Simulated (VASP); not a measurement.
# PbS (R3m) in VASP: settings compared, part 2 of 2

VASP 6.6.1. Earlier steps stand in the parts before.

## (4) Single point, PBE

This run uses another cell than the first one, of 33.36 Å³/atom.

INCAR reads:

```
  ALGO = Normal
  EDIFF = 1E-6
  ENCUT = 500
  GGA = PE
  GGA_COMPAT = F
  ISIF = 2
  ISMEAR = -1
  LASPH = T
  LCHARG = F
  LREAL = F
  LWAVE = F
  NBANDS = 17
  NELM = 120
  PREC = Accurate
  SIGMA = 0.1
```

KPOINTS reads:

```
k-points
0
Gamma
  6 6 6
```

POSCAR reads:

```
PbS
1.0
    2.2757958336      1.3139313371      3.7184640600
   -2.2757958336      1.3139313371      3.7184640600
    0.0000000000     -2.6278626743      3.7184640600
Pb S
1 1
Direct
    0.9805657800      0.9805657800      0.9805657800
    0.4750355500      0.4750355500      0.4750355500
```

Started as:

```
$ cat potpaw_PBE.64/Pb_d/POTCAR potpaw_PBE.64/S/POTCAR > POTCAR
$ mpirun -np 1 vasp_std > vasp.out
```

Run time: 69 s. Hardware: 1 thread of Intel Xeon 8259CL, shared host; peak memory 0.22 GiB.

Results (log left out):

| Item | Value |
| --- | --- |
| Free energy | -8.4473 eV |
| Pressure | -7.0 GPa |
| Largest force | 0.082 eV/Å |
| Band gap on the k mesh | 0.97 eV |

Forces in eV/Å, atoms in the order of the input:
```
Pb   0.000  0.000  0.082
S    0.000  0.000 -0.082
```

Levels at points of the mesh, in eV from the valence-band top:
| k point | band 8 | band 9 | band 10 | band 11 | band 12 | band 13 |
| --- | --- | --- | --- | --- | --- | --- |
| (0.00, 0.00, 0.00) | -1.00 | -1.00 | -1.00 | 4.57 | 4.58 | 4.58 |
| (0.50, 0.00, 0.00) | -0.75 | -0.75 | 0.00 | 0.97 | 2.43 | 2.43 |
| (0.50, 0.50, 0.00) | -3.23 | -1.93 | -1.92 | 4.72 | 4.86 | 4.89 |
| (0.50, 0.50, 0.50) | -0.75 | -0.75 | -0.01 | 0.98 | 2.43 | 2.43 |

Caveat: the cell stands under tension; spin-orbit coupling is left out, which moves the levels of the heavy elements. A k mesh can miss the band edges.

## (5) Single point, BLYP

This run uses another cell than the first one, of 36.56 Å³/atom.

INCAR reads:

```
SYSTEM = PbS
AGGAC = 1.0
AGGAX = 1.0
ALDAC = 0.0
ALDAX = 1.0
ALGO = Normal
EDIFF = 1E-6
ENCUT = 500
GGA = B5
GGA_COMPAT = .FALSE.
ISIF = 2
ISMEAR = -1
LASPH = .TRUE.
LCHARG = .FALSE.
LREAL = .FALSE.
LWAVE = .FALSE.
NBANDS = 17
NELM = 120
PREC = Accurate
SIGMA = 0.008617333262145177
```

KPOINTS reads:

```
k-points
0
G
  6 6 6
  0 0 0
```

POSCAR reads:

```
PbS
1.0
    2.3464077409      1.3546991408      3.8338381350
   -2.3464077409      1.3546991408      3.8338381350
    0.0000000000     -2.7093982817      3.8338381350
Pb S
1 1
Direct
    0.9805657800      0.9805657800      0.9805657800
    0.4750355500      0.4750355500      0.4750355500
```

Started as:

```
$ cat potpaw_PBE.64/Pb_d/POTCAR potpaw_PBE.64/S/POTCAR > POTCAR
$ mpirun -np 1 vasp_std > vasp.out
```

Wall time 84 s (1 thread of Intel Xeon 8259CL, shared host); peak memory 0.22 GiB.

The run converged. Its results:

```yaml
Free_energy: -7.3902 eV
Pressure: -6.4 GPa
Largest_force: 0.104 eV/Å
Band_gap_on_the_k_mesh: 1.07 eV
```

Forces in eV/Å, atoms in the order of the input:
```
Pb   0.000  0.000  0.104
S    0.000  0.000 -0.104
```

Levels at points of the mesh, in eV from the valence-band top:
```csv
k point,band 7,band 8,band 9,band 10,band 11,band 12,band 13,band 14
"(0.00, 0.00, 0.00)",-6.61,-0.73,-0.73,-0.72,4.12,4.13,4.13,7.57
"(0.50, 0.00, 0.00)",-7.58,-0.49,-0.49,0.00,1.07,2.35,2.36,8.48
"(0.50, 0.50, 0.00)",-7.03,-2.66,-1.54,-1.54,4.39,4.42,4.47,5.39
"(0.50, 0.50, 0.50)",-7.58,-0.49,-0.49,-0.01,1.07,2.35,2.35,8.48
```

Caveat: the cell stands under tension; the PAW data sets were made with another functional, which shifts forces and pressure a little; spin-orbit coupling is left out, which moves the levels of the heavy elements. A k mesh can miss the band edges.

## (6) Single point, PBE

INCAR reads:

```
PREC = Accurate
ENCUT = 500
EDIFF = 1E-6
ISMEAR = 0
SIGMA = 0.1
LREAL = F
LASPH = T
NELM = 120
ALGO = Normal
ISIF = 2
LWAVE = F
LCHARG = F
GGA = PE
ISYM = 0
NBANDS = 17
GGA_COMPAT = F
```

KPOINTS reads:

```
regular mesh
0
Gamma
  3 7 7
```

POSCAR reads:

```
PbS
1.0
    2.1126617058      1.2197458045      3.4519162518
   -2.1126617058      1.2197458045      3.4519162518
    0.0000000000     -2.4394916091      3.4519162518
Pb S
1 1
Direct
    0.9805657800      0.9805657800      0.9805657800
    0.4750355500      0.4750355500      0.4750355500
```

Potentials or basis: VASP PAW PBE potentials, release 64 (Pb_d, S).

Started as:

```
$ cat potpaw_PBE.64/Pb_d/POTCAR potpaw_PBE.64/S/POTCAR > POTCAR
$ mpirun -np 1 vasp_std > vasp.out
```

OUTCAR:

```text
PREC = Accurate
   ENCUT = 500
   EDIFF = 1E-6
   ISMEAR = 0
   LREAL = F
   LASPH = T
   NELM = 120
   ISIF = 2
   GGA = PE
   ISYM = 0

 ion  position               nearest neighbor table
   1  0.981  0.981  0.981-   2 2.96   2 2.96   2 2.96   2 3.02   2 3.02   2 3.02
   2  0.475  0.475  0.475-   1 2.96   1 2.96   1 2.96   1 3.02   1 3.02   1 3.02

IMPORTANT INFORMATION: All symmetrisations will be switched off!
NOSYMM: (Re-)initialisation of all symmetry stuff for point group C_1.

----------------------------------------------------------------------------------------

                                     Primitive cell

  volume of cell :      53.3717

  direct lattice vectors                    reciprocal lattice vectors
     2.112661706  1.219745805  3.451916252     0.236668274  0.136640492  0.096564722
    -2.112661706  1.219745805  3.451916252    -0.236668274  0.136640492  0.096564722
     0.000000000 -2.439491609  3.451916252     0.000000000 -0.273280984  0.096564722

  length of vectors
     4.226919105  4.226919105  4.226919105     0.289840028  0.289840028  0.289840028

[... 148 lines left out ...]
  energy without entropy =       -8.76926661  energy(sigma->0) =       -8.76926661

 E-fermi :   5.6900     XC(G=0):  -9.5776

 val. band max:        5.2619307310   @ k =  -0.0000   0.4286   0.0000
 cond. band min:       6.2555300006   @ k =  -0.0000   0.4286   0.0000
 fundamental gap:      0.9935992696
 Fermi energy:         5.6900426530

 k-point     1 :       0.0000    0.0000    0.0000
  band No.  band energies     occupation
      1     -11.2695      2.00000
      2     -11.2670      2.00000
      3     -11.2645      2.00000
      4     -11.2501      2.00000
      5     -11.2501      2.00000
      6      -7.8751      2.00000
[... 457 lines left out ...]
      4     -11.2283      2.00000
      5     -11.2251      2.00000
      6      -6.5972      2.00000
[... 9 lines left out ...]
     16      15.2067      0.00000
     17      16.7103      0.00000

 [... further k-points ...]

------------------------ aborting loop because EDIFF is reached ----------------------------------------

  FORCE on cell =-STRESS in cart. coord.  units (eV):
  Direction    XX          YY          ZZ          XY          YZ          ZX
  --------------------------------------------------------------------------------------
  -------------------------------------------------------------------------------------
  Total        0.2509574      0.2194923      0.2918754      0.0272572      0.0127725      0.0221219
  in kB        7.5335516      6.5889936      8.7618807      0.8182417      0.3834223      0.6640817
  external PRESSURE =       7.6281420 kB  Pullay stress =       0.0000000 kB

 VOLUME and BASIS-vectors are now :
 -----------------------------------------------------------------------------
  energy-cutoff  :      500.00
  volume of cell :       53.37
      direct lattice vectors                 reciprocal lattice vectors
     2.112661706  1.219745805  3.451916252     0.236668274  0.136640492  0.096564722
    -2.112661706  1.219745805  3.451916252    -0.236668274  0.136640492  0.096564722
     0.000000000 -2.439491609  3.451916252     0.000000000 -0.273280984  0.096564722

 POSITION                                       TOTAL-FORCE (eV/Angst)
 -----------------------------------------------------------------------------------
      0.00000     -0.00000     10.15449        -0.002307     -0.001325     -0.022180
      0.00000     -0.00000      4.91935         0.002307      0.001325      0.022180
 -----------------------------------------------------------------------------------
    total drift:                               -0.000027      0.000030     -0.000031

  FREE ENERGIE OF THE ION-ELECTRON SYSTEM (eV)
  ---------------------------------------------------
  free  energy   TOTEN  =        -8.7692666110 eV

  energy  without entropy=       -8.7692666110  energy(sigma->0) =       -8.76926661
```

Run time: 78 s. Hardware: 1 thread of Intel Xeon 8259CL, shared host; peak memory 0.21 GiB.

Results:

* Free energy: -8.7693 eV
* Pressure: 0.8 GPa
* Largest force: 0.022 eV/Å

Forces in eV/Å, atoms in the order of the input:
```
Pb  -0.002 -0.001 -0.022
S    0.002  0.001  0.022
```

Caveat: the k points lie up to 0.50 Å⁻¹ apart; this odd mesh misses L, so gap, dielectric constants and Born charges aren't listed; spin-orbit coupling is left out, which moves the levels of the heavy elements.

## (7) The runs side by side

```csv
level,cell,k mesh,smearing,gap on the mesh (eV),pressure (GPa),largest force (eV/Å)
PBE,"a = 4.227 Å, angles 60.0°, 2 atoms",6 × 6 × 6,gaussian 0.1 eV,0.46,0.8,0.01
RPBE,"a = 4.227 Å, angles 60.0°, 2 atoms",6 × 6 × 6,gaussian 0.1 eV,0.56,2.7,0.02
PBE,"a = 4.553 Å, angles 60.0°, 2 atoms",6 × 6 × 6,fermi-dirac 0.1 eV,0.97,-7.0,0.08
BLYP,"a = 4.695 Å, angles 60.0°, 2 atoms",6 × 6 × 6,fermi-dirac 0.00861733 eV,1.07,-6.4,0.10
PBE,"a = 4.227 Å, angles 60.0°, 2 atoms",3 × 7 × 7,gaussian 0.1 eV,-,0.8,0.02
```

Alike in all rows: task single point; potentials or basis VASP PAW PBE potentials, release 64 (Pb_d, S); no spin polarisation; cutoff (eV) 500.

Caveats: some runs use coarse meshes; spin-orbit coupling is left out, which moves the levels of the heavy elements; the PAW data sets were made with another functional, which shifts forces and pressure a little (at least some runs); the cell stands under tension (at least some runs).

Total energies depend on the potentials used, so only differences within one code and one set of settings carry meaning.
